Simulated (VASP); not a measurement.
# Pt (Im-3m) in VASP: a series of runs, part 2 of 2

VASP 6.6.1.

## 3. Relaxation of cell and atoms, LDA

This run uses another cell than the first one, of 15.90 Å³/atom, 1.065 times its volume.

The input, INCAR:

```
ALGO = Normal ; EDIFF = 1E-6
EDIFFG = -0.03 ; ENCUT = 600
GGA = CA ; IBRION = 2
ISIF = 3 ; ISMEAR = -1
LASPH = True ; LCHARG = False
LREAL = False ; LWAVE = False
NELM = 100 ; NSW = 80
PREC = Accurate ; SIGMA = 0.05
```

The input, KPOINTS:

```
k-points
0
Gamma
  11 11 11
```

The input, POSCAR:

```
Pt
1.0
   -1.5842200000      1.5842200000      1.5842200000
    1.5842200000     -1.5842200000      1.5842200000
    1.5842200000      1.5842200000     -1.5842200000
Pt
1
Direct
    0.0000000000      0.0000000000      0.0000000000
```

Potentials or basis: VASP PAW LDA potentials, release 64 (Pt).

Run with:

```bash
$ cat potpaw_LDA.64/Pt/POTCAR > POTCAR
$ mpirun -np 1 vasp_std > vasp.out
```

OUTCAR:

```text
EDIFF = 1E-6
   EDIFFG = -0.03
   ENCUT = 600
   GGA = CA
   IBRION = 2
   ISIF = 3
   ISMEAR = -1
   LASPH = True
   LREAL = False
   NELM = 100
   NSW = 80
   PREC = Accurate

 ion  position               nearest neighbor table
   1  0.000  0.000  0.000-

  LATTYP: Found a body centered cubic cell.
 ALAT       =     3.1684400000

  Lattice vectors:

 A1 = (  -1.5842200000,   1.5842200000,   1.5842200000)
 A2 = (   1.5842200000,  -1.5842200000,   1.5842200000)
 A3 = (   1.5842200000,   1.5842200000,  -1.5842200000)

Analysis of symmetry for initial positions (statically):
=====================================================================
 Subroutine PRICEL returns:
 Original cell was already a primitive cell.

 Routine SETGRP: Setting up the symmetry group for a
 body centered cubic supercell.

 Subroutine GETGRP returns: Found 48 space group operations
[... 9 lines left out ...]

 Routine SETGRP: Setting up the symmetry group for a
 body centered cubic supercell.

 Subroutine GETGRP returns: Found 48 space group operations
[... 11 lines left out ...]
                                     Primitive cell

  volume of cell :      15.9040

  direct lattice vectors                    reciprocal lattice vectors
    -1.584220000  1.584220000  1.584220000     0.000000000  0.315612731  0.315612731
     1.584220000 -1.584220000  1.584220000     0.315612731  0.000000000  0.315612731
     1.584220000  1.584220000 -1.584220000     0.315612731  0.315612731  0.000000000

  length of vectors
     2.743949530  2.743949530  2.743949530     0.446343804  0.446343804  0.446343804

  position of ions in fractional coordinates (direct lattice)
     0.000000000  0.000000000  0.000000000

  ion indices of the primitive-cell ions
   primitive index   ion index
                 1           1

----------------------------------------------------------------------------------------

 KPOINTS: k-points

Automatic generation of k-mesh.
 Grid dimensions read from file:
 generate k-points for:   11   11   11

 Generating k-lattice:

  Cartesian coordinates                     Fractional coordinates (reciprocal lattice)
     0.000000000  0.028692066  0.028692066     0.090909091  0.000000000  0.000000000
     0.028692066  0.000000000  0.028692066     0.000000000  0.090909091  0.000000000
     0.028692066  0.028692066  0.000000000     0.000000000  0.000000000  0.090909091
[... 69 lines left out ...]
   NUPDOWN=      -1.0000    fix difference up-down
   EMIN   =  10.00;   EMAX   =-10.00  energy-range for DOS
   EFERMI =   0.00;   METHOD = LEGACY
   ISMEAR =    -1;   SIGMA  =   0.05  broadening in eV -4-tet -1-fermi 0-gaus
   EFERMI_NEDOS =   21; number of points for ismear=-14 and -15
   IALGO  =     38    algorithm
   IMIX   =      4    mixing-type and parameters
     AMIX     =   0.40;   BMIX     =  1.00
     AMIX_MAG =   1.60;   BMIX_MAG =  1.00
  volume/ion in A,a.u.               =      15.90       107.33
  Fermi-wavevector in a.u.,A,eV,Ry     =   1.402510  2.650360 26.763132  1.967035
  Thomas-Fermi vector in A             =   2.525265
   LORBIT       =      0    0 simple, 1 ext, 2 COOP (PROOUT), +10 PAW based schemes
   GGA     = CA    functional components
   LHFCALC =     F    Hartree Fock is set to
   AEXX    =    0.0000 exact exchange contribution
   IVDW    =     0    specifies the selected vdW correction
   LEPSILON=     F    determine dielectric tensor
   LRPA    =     F    only Hartree local field effects (RPA)
 conjugate gradient relaxation of ions
 non-spin polarized calculation
  energy-cutoff  :      600.00
  volume of cell :       15.90
 maximum number of plane-waves:       555
 NGX is ok and might be reduce to    24
   NGX = 11   NGY = 11   NGZ = 11

--------------------------------------- Ionic step        1  -------------------------------------------

 number of electron      10.0000000 magnetization

 number of electron       9.9999999 magnetization

 Free energy of the ion-electron system (eV)
  ---------------------------------------------------
  ext. energy  EPLUGINS =         0.00000000
  ---------------------------------------------------
  free energy    TOTEN  =        -7.32321488 eV

  energy without entropy =       -7.30726501  energy(sigma->0) =       -7.31523995

 E-fermi :   9.8824     XC(G=0): -13.3770

 val. band max:        9.8525994120   @ k =  -0.3636   0.3636   0.0909
 cond. band min:       9.8864291647   @ k =   0.4545   0.0909  -0.0000
 fundamental gap:      0.0338297527
 Fermi energy:         9.8824094641

 k-point     1 :       0.0000    0.0000    0.0000
  band No.  band energies     occupation
      1       0.4797      2.00000
      2       6.4613      2.00000
      3       6.4613      2.00000
      4       6.4613      2.00000
      5       8.9709      2.00000
      6       8.9709      2.00000
      7      27.0066      0.00000
      8      27.0066      0.00000
      9      27.0066      0.00000
[... 380 lines left out ...]
--------------------------------------- Ionic step        4  -------------------------------------------

 number of electron      10.0000001 magnetization

 Free energy of the ion-electron system (eV)
  ---------------------------------------------------
  ext. energy  EPLUGINS =         0.00000000
  ---------------------------------------------------
  free energy    TOTEN  =        -7.36955773 eV

  energy without entropy =       -7.35506025  energy(sigma->0) =       -7.36230899

 E-fermi :  10.9627     XC(G=0): -13.7186

 val. band max:       10.9484064101   @ k =   0.4545   0.0909  -0.0000
 cond. band min:      11.0006624233   @ k =  -0.3636   0.4545   0.0909
 fundamental gap:      0.0522560132
 Fermi energy:        10.9627460178

 k-point     1 :       0.0000    0.0000    0.0000
  band No.  band energies     occupation
      1       0.9533      2.00000
      2       7.2214      2.00000
      3       7.2214      2.00000
      4       7.2214      2.00000
      5       9.9567      2.00000
      6       9.9567      2.00000
      7      28.0692      0.00000
      8      28.0692      0.00000
      9      28.0692      0.00000
[... 304 lines left out ...]
  FREE ENERGIE OF THE ION-ELECTRON SYSTEM (eV)
  ---------------------------------------------------
  free  energy   TOTEN  =        -7.3695577275 eV

  energy  without entropy=       -7.3550602526  energy(sigma->0) =       -7.36230899

 reached required accuracy - stopping structural energy minimisation
```

OSZICAR:

```text
N       E                     dE             d eps       ncg     rms          rms(c)
DAV:   1     0.395364441421E+02    0.39536E+02   -0.59668E+03  1041   0.116E+03
DAV:   2    -0.710901985837E+01   -0.46645E+02   -0.44934E+02  1099   0.197E+02
[... 29 lines left out ...]
   3 F= -.73693704E+01 E0= -.73620897E+01  d E =-.461556E-01
       N       E                     dE             d eps       ncg     rms          rms(c)
DAV:   1    -0.737024686726E+01   -0.87642E-03   -0.16562E-02  1015   0.138E+00    0.184E-01
DAV:   2    -0.736959346988E+01    0.65340E-03   -0.19889E-03  1013   0.398E-01    0.712E-02
DAV:   3    -0.736955587408E+01    0.37596E-04   -0.18775E-04  1051   0.115E-01    0.374E-02
DAV:   4    -0.736955771655E+01   -0.18425E-05   -0.70054E-06  1068   0.199E-02    0.123E-03
DAV:   5    -0.736955772745E+01   -0.10903E-07   -0.75987E-08   506   0.283E-03
   4 F= -.73695577E+01 E0= -.73623090E+01  d E =-.463428E-01
```

Wall time 13 s (1 thread of Intel Xeon Platinum 8488C (Sapphire Rapids), shared host); peak memory 0.15 GiB.

What came out:

| Quantity | Value |
| --- | --- |
| Free energy | -7.3696 eV |
| Relaxed volume | 14.99 Å³/atom |
| Relaxed cell | a = 2.690 Å, b = 2.690 Å, c = 2.690 Å, α = 109.47°, β = 109.47°, γ = 109.47° |
| Space group after relaxing (to 0.05 Å) | Im-3m (No. 229) |
| Energy gained by relaxing | 46.3 meV/atom |
| Ionic steps | 4 |
| Pressure after relaxing | -0.3 GPa |
| Band gap on the k mesh | zero (band 5 reaches 11.98 eV, above the bottom of band 6 at 9.79 eV) |

Step by step:
```tsv
step	energy change (eV)	largest force (eV/Å)	pressure (GPa)	volume (Å³)
1	0.0000	0.0000	-14.96	15.90
2	0.3916	0.0000	73.73	12.72
3	-0.0462	0.0000	-1.11	15.03
4	-0.0463	0.0000	-0.30	14.99
```

Final structure:
```xyz
1
Lattice="-1.5533 1.5533 1.5533 1.5533 -1.5533 1.5533 1.5533 1.5533 -1.5533" Properties=species:S:1:pos:R:3 pbc="T T T"
Pt    1.5533   -1.5533    1.5533
```

Levels at points of the mesh, in eV from the Fermi level:
| k point | band 1 | band 2 | band 3 | band 4 | band 5 | band 6 | band 7 | band 8 | band 9 |
| --- | --- | --- | --- | --- | --- | --- | --- | --- | --- |
| (0.00, 0.00, 0.00) | -10.01 | -3.74 | -3.74 | -3.74 | -1.01 | -1.01 | 17.11 | 17.11 | 17.11 |

Caveat: spin-orbit coupling is left out, which moves the levels of the heavy elements.
